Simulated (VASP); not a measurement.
GaSb3:

```
CELL_PARAMETERS angstrom
3.14376 -3.21382 0.00000
3.14376 3.21382 0.00000
0.00000 0.00000 6.62034
ATOMIC_POSITIONS crystal
Ga 0.50000 0.50000 0.00000
Sb 0.73017 0.26983 0.50000
Sb 0.26983 0.73017 0.50000
Sb 0.00000 0.00000 0.00000
```

The cell was built from a structure type or drawn by symmetry, and may not be a known phase.

| Item | Value |
| --- | --- |
| Program | VASP 6.6.1 |
| Task | relaxation of cell and atoms |
| Functional | PBE |
| Potentials or basis | VASP PAW PBE potentials, release 64 (Ga_d, Sb) |
| Cutoff | 600 eV |
| k mesh | 4 × 4 × 4 |
| Occupations | gaussian, width 0.1 eV |
| Spin | no spin polarisation |

At the start: pressure -5.8 GPa; volume 33.44 Å³/atom.

Task: Where does the relaxation end?

Result: Over 12 steps the energy falls by 190.4 meV/atom and the volume is 26.89 Å³/atom (-19.6 %); space group Cmmm (No. 65, to 0.1 Å) before and after.

Step by step:
```csv
step,energy change (eV),largest force (eV/Å),pressure (GPa),volume (Å³)
1,0.0000,0.2995,-5.78,133.78
2,-0.5573,0.7606,-0.18,111.69
3,-0.5587,0.8174,0.17,110.88
4,-0.7127,0.3439,0.96,106.76
5,-0.7333,0.2328,1.77,104.43
6,-0.7526,0.0620,-0.79,109.13
7,-0.7555,0.1008,-0.17,107.84
8,-0.7580,0.0630,-0.11,107.71
9,-0.7598,0.0119,0.01,107.48
10,-0.7611,0.0461,0.03,107.42
11,-0.7611,0.0448,0.04,107.42
12,-0.7614,0.0316,0.00,107.54
```

Final structure:
```
Ga Sb
1.0
     3.07843   -3.14836    0.00000
     3.07843    3.14836    0.00000
     0.00000    0.00000    5.54800
Ga Sb
1 3
Direct
  0.50000 0.50000 0.00000
  0.74209 0.25791 0.50000
  0.25791 0.74209 0.50000
  0.00000 0.00000 0.00000
```

Caveat: the volume moved by over 15 % at a fixed basis, so the end points are rough.
